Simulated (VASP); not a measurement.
# C: relaxation of cell and atoms with r2SCAN

The system is C.

```xyz
4
Lattice="2.5032 0.0000 0.0000 -1.2516 2.1678 0.0000 0.0000 0.0000 4.1677" Properties=species:S:1:pos:R:3 pbc="T T T"
C     0.0000    1.4452    0.2614
C     1.2516    0.7226    2.3452
C     0.0000    1.4452    1.8225
C     1.2516    0.7226    3.9064
```

```json
{"Program": "VASP 6.6.1", "Task": "relaxation of cell and atoms", "Functional": "r2SCAN", "Potentials or basis": "VASP PAW PBE potentials, release 64 (C)", "Cutoff": "600 eV", "k mesh": "12 × 12 × 6", "Occupations": "gaussian, width 0.02 eV", "Spin": "no spin polarisation", "Dipole correction": "no", "Further INCAR settings": "ALGO = Normal; EDIFF = 1e-07; IBRION = 2; EDIFFG = -0.01; NSW = 80; ISIF = 3"}
```

| Quantity | Value |
| --- | --- |
| Relaxed volume | 5.66 Å³/atom |
| Relaxed cell | a = 2.504 Å, b = 2.504 Å, c = 4.170 Å, α = 90.00°, β = 90.00°, γ = 120.00° |
| Space group after relaxing (to 0.1 Å) | P6_3/mmc (No. 194) |
| Energy gained by relaxing | 0.0 meV/atom |
| Ionic steps | 3 |
| Pressure after relaxing | 0.1 GPa |
| Largest force after relaxing | 0.006 eV/Å |
| Band gap on the k mesh | 3.56 eV (least direct gap 5.19 eV) |

Forces on the atoms (eV/Å):
```
C    0.000  0.000 -0.006
C    0.000  0.000 -0.006
C    0.000  0.000  0.006
C    0.000  0.000  0.006
```

Final structure:
```xyz
4
Lattice="2.5038 0.0000 0.0000 -1.2519 2.1683 0.0000 0.0000 0.0000 4.1695" Properties=species:S:1:pos:R:3 pbc="T T T"
C     0.0000    1.4456    0.2618
C     1.2519    0.7228    2.3465
C     0.0000    1.4456    1.8230
C     1.2519    0.7228    3.9078
```

Levels at points of the mesh, in eV from the valence-band top:
```tsv
k point	band 4	band 5	band 6	band 7	band 8	band 9	band 10	band 11	band 12
(0.00, 0.00, 0.00)	-3.28	-3.28	-0.51	0.00	0.00	5.19	5.19	5.58	8.45
(0.50, 0.00, 0.00)	-10.66	-9.77	-6.85	-6.24	-3.34	4.72	8.57	8.70	8.81
(0.00, 0.00, 0.50)	-7.49	-1.97	-1.97	-1.97	-1.97	7.61	7.61	7.61	7.61
(0.50, 0.00, 0.50)	-13.73	-5.41	-5.41	-5.13	-5.13	6.18	6.18	6.82	6.82
```

Run time: 3.4 min on 1 thread of Intel Xeon 8259CL (shared host), peak memory 0.15 GiB.

Caveat: the PAW data sets were made with another functional, which shifts forces and pressure a little. A k mesh can miss the band edges.
